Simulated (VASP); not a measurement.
TiO2:

```
Ti O
1.0
    -1.89210    1.89210    4.75730
     1.89210   -1.89210    4.75730
     1.89210    1.89210   -4.75730
Ti O
2 4
Direct
  0.75000 0.25000 0.50000
  0.00000 0.00000 0.00000
  0.79190 0.79190 0.00000
  0.54190 0.04190 0.50000
  0.95810 0.45810 0.50000
  0.20810 0.20810 0.00000
```

Base run:

- Program: VASP 6.6.1
- Functional: PBE
- Potentials or basis: VASP PAW PBE potentials, release 64 (Ti_sv, O)
- Cutoff: 520 eV
- k mesh: 10 × 10 × 10
- Occupations: fermi-dirac, width 0.05 eV
- Spin: no spin polarisation
- Hubbard terms: Ti d U = 1.0 eV

Its results: band gap on the k mesh 2.24 eV (least direct gap 2.58 eV); pressure 7.7 GPa; largest force 0.150 eV/Å.

The run is repeated on the same cell with these changes: functional from PBE to PBE exchange alone; hubbard terms from Ti d U = 1.0 eV to none. What comes out?

Band gap on the k mesh 2.16 eV (least direct gap 2.49 eV); pressure 23.3 GPa; largest force 0.471 eV/Å.

Several settings changed at once.

Caveats: the cell stands under pressure.

A k mesh can miss the band edges.
